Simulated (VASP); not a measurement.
Runs of VASP 6.6.1 on TiO2. The structure is that of space group P4_2/mnm (No. 136), or close to it. The cells are those of the table. 

```csv
task,level,cell,cutoff (eV),gap on the mesh (eV),pressure (GPa),largest force (eV/Å)
single point,PBE,"a = 4.625, b = 4.625, c = 2.959 Å, 6 atoms",520,1.84,2.7,0.03
single point,PBE,"a = 4.569, b = 4.569, c = 2.939 Å, 6 atoms",520,(b),10.1,0.12
single point,BLYP+D3(BJ),"a = 4.660, b = 4.660, c = 2.998 Å, 6 atoms",520,1.74,-6.6,0.07
single point,BLYP,"a = 4.600, b = 4.600, c = 2.959 Å, 6 atoms",520,1.83,10.9,(a)
relaxation of cell and atoms,PBEsol,"relaxed to 10 GPa from a = 4.600, b = 4.600, c = 2.959 Å, 6 atoms",600,1.87,9.9,-
single point,PBEsol,"a = 4.600, b = 4.600, c = 2.959 Å, 6 atoms",520,1.80,-2.2,0.05
single point,PBEsol,"a = 4.569, b = 4.569, c = 2.939 Å, 6 atoms",520,1.85,2.8,0.05
single point,revPBE+D3(BJ),"a = 4.690, b = 4.690, c = 3.017 Å, 6 atoms",520,1.72,-11.3,0.20
single point,PBEsol,"a = 4.538, b = 4.538, c = 2.919 Å, 6 atoms",520,1.90,8.4,0.16
single point,PBE,"a = 4.643, b = 4.643, c = 2.964 Å, 6 atoms",520,1.83,0.7,0.03
single point,PBE,"a = 4.599, b = 4.599, c = 2.952 Å, 6 atoms",520,1.84,5.7,(d)
single point,r2SCAN,"a = 4.596, b = 4.596, c = 2.954 Å, 6 atoms",520,2.23,(c),0.04
```

Alike in all rows: potentials or basis VASP PAW PBE potentials, release 64 (Ti_sv, O); no spin polarisation; k mesh 6 × 6 × 9; smearing fermi-dirac 0.05 eV.

**Question.** Fill in the values left out.

**Answer.** (a) 0.10; (b) 1.89; (c) 1.3; (d) 0.02.

Caveats: the PAW data sets were made with another functional, which shifts forces and pressure a little (some runs); the cell is relaxed towards a set pressure, so the enthalpy falls and the energy may rise (some runs).

A k mesh can miss the band edges.
